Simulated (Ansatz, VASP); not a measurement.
# Two plane-wave programs on SnSe

```xyz
8
Lattice="0.0000 -4.1672 0.0000 0.0000 0.0000 -4.3884 11.4836 -2.7783 2.9257" Properties=species:S:1:pos:R:3 pbc="T T T"
Sn    7.0929   -3.1254   -3.9669
Sn    4.3907   -1.0418   -0.4215
Sn   10.1325   -1.0418   -1.7727
Sn    1.3511   -3.1254   -2.6157
Se    4.0996   -3.1254   -2.2952
Se    7.3840   -1.0418   -2.0932
Se    1.6422   -1.0418   -0.1010
Se    9.8414   -3.1254   -4.2874
```

Alike in both runs: task single point; functional PBE; dispersion D3(BJ); k mesh 8 × 8 × 3; occupations gaussian, width 0.05 eV; no spin polarisation.

```csv
,VASP,Ansatz
version,VASP 6.6.1,Ansatz 0.2.0
potentials or method,"VASP PAW PBE potentials, release 64 (Sn_d, Se), cutoff 520 eV","scalar-relativistic, plane waves, PAW"
valence electrons in the cell,80,120
```

|  | VASP | Ansatz | Ansatz less VASP |
| --- | --- | --- | --- |
| gap on the k mesh at the Fermi level (eV) | 0.37 | 0.37 | +0.005 |
| least direct gap on the mesh (eV) | 0.56 | 0.56 | +0.008 |
| pressure (GPa) | 0.5 | 0.5 | -0.02 |
| traceless stress, the component that is largest in VASP (GPa) | 0.57 | 0.57 | +0.002 |
| rms of the force components (eV/Å) | 0.144 | 0.143 | -0.0015 |

Atom by atom the forces differ by 0.008 eV/Å (rms over components). VASP's potentials hold 80 valence electrons a cell and Ansatz's 120, so a difference there can come from the potentials and not from the codes.
